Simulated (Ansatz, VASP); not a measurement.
**Mg2NCl in VASP and in Ansatz**

The input POSCAR:

```
Mg2NCl
1.0
    1.6466125277      0.9506721861      5.9379615109
   -1.6466125277      0.9506721861      5.9379615109
    0.0000000000     -1.9013443722      5.9379615109
Mg N Cl
2 1 1
Direct
    0.2229104120      0.2229104120      0.2229104120
    0.7770895880      0.7770895880      0.7770895880
    0.5000000000      0.5000000000      0.5000000000
    0.0000000000      0.0000000000      0.0000000000
```

File INCAR.step1:

```
SYSTEM = Mg2NCl
  PREC = Accurate
  ENCUT = 520
  EDIFF = 1E-5
  ISMEAR = 0
  SIGMA = 0.01
  LREAL = .False.
  LASPH = .True.
  NELM = 60
  ALGO = Normal
  ISIF = 2
  LWAVE = .True.
  GGA = PE
  NBANDS = 16
```

The input INCAR.step2:

```
SYSTEM = Mg2NCl
  PREC = Accurate
  ENCUT = 520
  EDIFF = 1E-6
  ISMEAR = 0
  SIGMA = 0.01
  LREAL = .False.
  LASPH = .True.
  NELM = 60
  ALGO = Normal
  ISIF = 2
  LWAVE = .False.
  LCHARG = .True.
  GGA = PE
  LHFCALC = .True.
  HFSCREEN = 0.2079
  PRECFOCK = Normal
  LELF = .True.
  LVHAR = .True.
  ISTART = 1
  NBANDS = 16
```

File KPOINTS:

```
Automatic mesh
0
Gamma
  4 4 4
  0 0 0
```

Input for Ansatz:

```yaml
crystal:
  lattice:
    - [1.6466125277, 0.9506721861, 5.9379615109]
    - [-1.6466125277, 0.9506721861, 5.9379615109]
    - [0.0, -1.9013443722, 5.9379615109]
  atoms:
    - { symbol: Mg, position: [0.222910412, 0.222910412, 0.222910412] }
    - { symbol: Mg, position: [0.777089588, 0.777089588, 0.777089588] }
    - { symbol: "N", position: [0.5, 0.5, 0.5] }
    - { symbol: Cl, position: [0.0, 0.0, 0.0] }
kpoints:
  mp_grid: { grid: [4, 4, 4] }
hamiltonian:
  xc: hse06
scf:
  occupations: { method: fixed }
  n_extra_bands: 5
output:
  forces: true
  stress: true
  eigenvalues: true
```

Alike in both runs: task single point; functional HSE06; k mesh 4 × 4 × 4; no spin polarisation.

```csv
,VASP,Ansatz
version,VASP 6.6.1,Ansatz 0.2.0
potentials or method,"VASP PAW PBE potentials, release 64 (Mg, N, Cl)","plane waves, PAW"
plane-wave cutoff (eV),520,420
occupations,"gaussian, width 0.01 eV",fixed
valence electrons in the cell,16,32
```

```tsv
	VASP	Ansatz	Ansatz less VASP
gap on the k mesh at the Fermi level (eV)	3.60	3.66	+0.058
pressure (GPa)	-0.5	-0.2	+0.27
traceless stress, the component that is largest in VASP (GPa)	-0.09	0.05	+0.137
rms of the force components (eV/Å)	0.048	0.029	-0.0193
```

Atom by atom the forces differ by 0.019 eV/Å (rms over components). VASP's potentials hold 16 valence electrons a cell and Ansatz's 32, so a difference there can come from the potentials and not from the codes. Ansatz's warnings: stress exchange threshold loose, stress scf threshold loose.

The k mesh is coarse, so the values compare programs but aren't converged.
